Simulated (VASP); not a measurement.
# HgTe (Coloradoite) (F-43m) in VASP: settings compared, part 3 of 3

VASP 6.6.1. The steps go on from the part before.

## (5) Single point, revPBE

This run uses another cell than the first one, of 38.14 Å³/atom, 1.148 times its volume.

Input file INCAR:

```
ALGO = Normal ; EDIFF = 1E-6
ENCUT = 520 ; GGA = RE
ISIF = 2 ; ISMEAR = -1
LASPH = True ; LCHARG = False
LREAL = False ; LWAVE = False
NBANDS = 16 ; NELM = 100
PREC = Accurate ; SIGMA = 0.05
```

Input file KPOINTS:

```
k-points
0
Gamma
  7 7 7
```

Input file POSCAR:

```
HgTe
1.0
    0.0000000000      3.3660401332      3.3660401332
    3.3660401332      0.0000000000      3.3660401332
    3.3660401332      3.3660401332      0.0000000000
Hg Te
1 1
Direct
    0.0000000000      0.0000000000      0.0000000000
    0.7500000000      0.7500000000      0.7500000000
```

Started as:

```
$ cat potpaw_PBE.64/Hg/POTCAR potpaw_PBE.64/Te/POTCAR > POTCAR
$ mpirun -np 1 vasp_std > vasp.out
```

Wall time 37 s (1 thread of Intel Xeon 8259CL, shared host); peak memory 0.22 GiB.

Results (log left out):

* Free energy: -3.0335 eV
* Pressure: 0.0 GPa
* Band gap on the k mesh: zero (filled and empty bands touch)

Levels at points of the mesh, in eV from the Fermi level:
| k point | band 6 | band 7 | band 8 | band 9 | band 10 | band 11 | band 12 | band 13 |
| --- | --- | --- | --- | --- | --- | --- | --- | --- |
| (0.00, 0.00, 0.00) | -6.39 | -0.98 | -0.05 | -0.05 | -0.05 | 4.41 | 4.41 | 4.41 |

Caveat: the PAW data sets were made with another functional, which shifts forces and pressure a little; spin-orbit coupling is left out, which moves the levels of the heavy elements.

## (6) Single point, BLYP

This run uses another cell than the first one, of 39.93 Å³/atom, 1.202 times its volume.

Input file INCAR:

```
SYSTEM = HgTe
AGGAC = 1.0
AGGAX = 1.0
ALDAC = 0.0
ALDAX = 1.0
ALGO = Normal
EDIFF = 1E-6
ENCUT = 520
GGA = B5
ISIF = 2
ISMEAR = -1
LASPH = .TRUE.
LCHARG = .FALSE.
LREAL = .FALSE.
LWAVE = .FALSE.
NBANDS = 16
NELM = 100
PREC = Accurate
SIGMA = 0.05
```

Input file KPOINTS:

```
k-points
0
G
  7 7 7
  0 0 0
```

Input file POSCAR:

```
HgTe
1.0
    0.0000000000      3.4179861976      3.4179861976
    3.4179861976      0.0000000000      3.4179861976
    3.4179861976      3.4179861976      0.0000000000
Hg Te
1 1
Direct
    0.0000000000      0.0000000000      0.0000000000
    0.7500000000      0.7500000000      0.7500000000
```

Potentials or basis: VASP PAW PBE potentials, release 64 (Hg, Te).

Started as:

```
$ cat potpaw_PBE.64/Hg/POTCAR potpaw_PBE.64/Te/POTCAR > POTCAR
$ mpirun -np 1 vasp_std > vasp.out
```

OUTCAR:

```text
SYSTEM = HgTe
   EDIFF = 1E-6
   ENCUT = 520
   GGA = B5
   ISIF = 2
   ISMEAR = -1
   LASPH = .TRUE.
   LREAL = .FALSE.
   NELM = 100
   PREC = Accurate

 ion  position               nearest neighbor table
   1  0.000  0.000  0.000-   2 2.96   2 2.96   2 2.96   2 2.96
   2  0.750  0.750  0.750-   1 2.96   1 2.96   1 2.96   1 2.96

  LATTYP: Found a face centered cubic cell.
 ALAT       =     6.8359723952

  Lattice vectors:

 A1 = (   0.0000000000,   3.4179861976,   3.4179861976)
[... 558 lines left out ...]
------------------------ aborting loop because EDIFF is reached ----------------------------------------

  FORCE on cell =-STRESS in cart. coord.  units (eV):
  Direction    XX          YY          ZZ          XY          YZ          ZX
  --------------------------------------------------------------------------------------
  -------------------------------------------------------------------------------------
  Total        0.0700754      0.0700754      0.0700754     -0.0000000      0.0000000      0.0000000
  in kB        1.4058372      1.4058372      1.4058372     -0.0000000      0.0000000      0.0000000
  external PRESSURE =       1.4058372 kB  Pullay stress =       0.0000000 kB

 VOLUME and BASIS-vectors are now :
 -----------------------------------------------------------------------------
  energy-cutoff  :      520.00
  volume of cell :       79.86
      direct lattice vectors                 reciprocal lattice vectors
     0.000000000  3.417986198  3.417986198    -0.146284968  0.146284968  0.146284968
     3.417986198  0.000000000  3.417986198     0.146284968 -0.146284968  0.146284968
     3.417986198  3.417986198  0.000000000     0.146284968  0.146284968 -0.146284968

 POSITION                                       TOTAL-FORCE (eV/Angst)
 -----------------------------------------------------------------------------------
      0.00000      0.00000      0.00000        -0.000000      0.000000      0.000000
      5.12698      5.12698      5.12698         0.000000     -0.000000     -0.000000
 -----------------------------------------------------------------------------------
    total drift:                               -0.000000     -0.000000     -0.000000

  FREE ENERGIE OF THE ION-ELECTRON SYSTEM (eV)
  ---------------------------------------------------
  free  energy   TOTEN  =        -2.7088970184 eV

  energy  without entropy=       -2.7079609588  energy(sigma->0) =       -2.70842899
```

OSZICAR:

```text
N       E                     dE             d eps       ncg     rms          rms(c)
DAV:   1     0.101770308700E+03    0.10177E+03   -0.76821E+03   648   0.950E+02
DAV:   2     0.100872139172E+01   -0.10076E+03   -0.93378E+02   768   0.217E+02
DAV:   3    -0.293837520437E+01   -0.39471E+01   -0.39388E+01   784   0.442E+01
DAV:   4    -0.298076335073E+01   -0.42388E-01   -0.42386E-01   968   0.403E+00
DAV:   5    -0.298091280697E+01   -0.14946E-03   -0.14946E-03   832   0.220E-01    0.480E+00
DAV:   6    -0.271240480312E+01    0.26851E+00   -0.57307E-01   792   0.926E+00    0.400E+00
DAV:   7    -0.270931773555E+01    0.30871E-02   -0.92684E-02   736   0.195E+00    0.182E+00
DAV:   8    -0.270888090956E+01    0.43683E-03   -0.64363E-03   760   0.863E-01    0.480E-01
DAV:   9    -0.270885838328E+01    0.22526E-04   -0.77101E-04   768   0.276E-01    0.572E-02
DAV:  10    -0.270888682604E+01   -0.28443E-04   -0.90880E-05   760   0.823E-02    0.456E-02
DAV:  11    -0.270889689235E+01   -0.10066E-04   -0.15463E-05   752   0.277E-02    0.906E-03
DAV:  12    -0.270889701837E+01   -0.12602E-06   -0.19586E-06   704   0.941E-03
   1 F= -.27088970E+01 E0= -.27084290E+01  d E =-.936060E-03
```

stdout:

```text
POSCAR found type information on POSCAR HgTe
 POSCAR found :  2 types and       2 ions
 scaLAPACK will be used
 -----------------------------------------------------------------------------
|                                                                             |
|                                                                             |
|     You enforced a specific xc type in the INCAR file but a different       |
|     I HOPE YOU KNOW WHAT YOU ARE DOING!                                     |
|                                                                             |
 -----------------------------------------------------------------------------

 LDA part: xc-table for (Slater(with rela. corr.)+VWN5), standard interpolation
 POSCAR, INCAR and KPOINTS ok, starting setup
 FFT: planning ... GRIDC
 FFT: planning ... GRID_SOFT
 FFT: planning ... GRID
 WAVECAR not read
 entering main loop
```

Wall time 55 s (1 thread of Intel Xeon 8259CL, shared host); peak memory 0.22 GiB.

What came out:

- Free energy: -2.7089 eV
- Pressure: 0.1 GPa
- Band gap on the k mesh: zero (filled and empty bands touch)

Caveat: the PAW data sets were made with another functional, which shifts forces and pressure a little; spin-orbit coupling is left out, which moves the levels of the heavy elements.

## (7) Summary

```csv
level,cell,smearing,gap on the mesh (eV),pressure (GPa)
r2SCAN,"a = 4.546 Å, angles 60.0°, 2 atoms",fermi-dirac 0.05 eV,none,3.3
PBE,"a = 4.546 Å, angles 60.0°, 2 atoms",gaussian 0.021 eV,none,4.6
PBEsol,"a = 4.604 Å, angles 60.0°, 2 atoms",fermi-dirac 0.05 eV,none,0.1
revPBE,"a = 4.760 Å, angles 60.0°, 2 atoms",fermi-dirac 0.05 eV,none,0.0
BLYP,"a = 4.834 Å, angles 60.0°, 2 atoms",fermi-dirac 0.05 eV,none,0.1
```

Alike in all rows: task single point; potentials or basis VASP PAW PBE potentials, release 64 (Hg, Te); no spin polarisation; k mesh 7 × 7 × 7; cutoff (eV) 520.

Caveats: spin-orbit coupling is left out, which moves the levels of the heavy elements; the PAW data sets were made with another functional, which shifts forces and pressure a little (some runs).

Total energies depend on the potentials used, so only differences within one code and one set of settings carry meaning.
